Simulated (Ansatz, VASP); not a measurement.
## InP in VASP and in Ansatz

INCAR

```
PREC = Accurate
ENCUT = 500
EDIFF = 1E-6
ISMEAR = 0
SIGMA = 0.1
LREAL = False
LASPH = True
NELM = 120
ALGO = Normal
ISIF = 2
LWAVE = False
LCHARG = False
NBANDS = 16
GGA_COMPAT = False
```

KPOINTS

```
Automatic mesh
0
Gamma
  6 6 6
```

POSCAR

```
InP
1.0
    0.0000000000      2.8550000000      2.8550000000
    2.8550000000      0.0000000000      2.8550000000
    2.8550000000      2.8550000000      0.0000000000
In P
1 1
Direct
    0.0000000000      0.0000000000      0.0000000000
    0.5000000000      0.5000000000      0.5000000000
```

Input for Ansatz:

```yaml
crystal:
  lattice:
    - [0.0, 2.855, 2.855]
    - [2.855, 0.0, 2.855]
    - [2.855, 2.855, 0.0]
  atoms:
    - { symbol: In, position: [0.0, 0.0, 0.0] }
    - { symbol: P, position: [0.5, 0.5, 0.5] }
basis:
  ecutwfc: 420
kpoints:
  mp_grid: { grid: [6, 6, 6] }
hamiltonian:
  xc: lda
  pseudopotentials: { kind: paw }
scf:
  occupations: { method: gaussian, width: 0.1 }
output:
  forces: true
  stress: true
  eigenvalues: true
```

Alike in both runs: task single point; functional LDA; k mesh 6 × 6 × 6; occupations gaussian, width 0.1 eV; no spin polarisation.

|  | VASP | Ansatz |
| --- | --- | --- |
| version | VASP 6.6.1 | Ansatz 0.2.0 |
| potentials or method | VASP PAW LDA potentials, release 64 (In_d, P), cutoff 500 eV | scalar-relativistic, plane waves, PAW |
| valence electrons in the cell | 18 | 18 |

Ansatz gave:

| Item | Value |
| --- | --- |
| gap on the k mesh at the Fermi level (eV) | none |
| pressure (GPa) | -9.5 |

Q: What did VASP give for the same quantities?

A: gap on the k mesh at the Fermi level (eV): none; pressure (GPa): -9.4.

LDA's correlation is that of Perdew and Zunger in VASP and of Perdew and Wang (1992) in Ansatz. A gap of «none» marks a metal or a gap that the smearing closes.
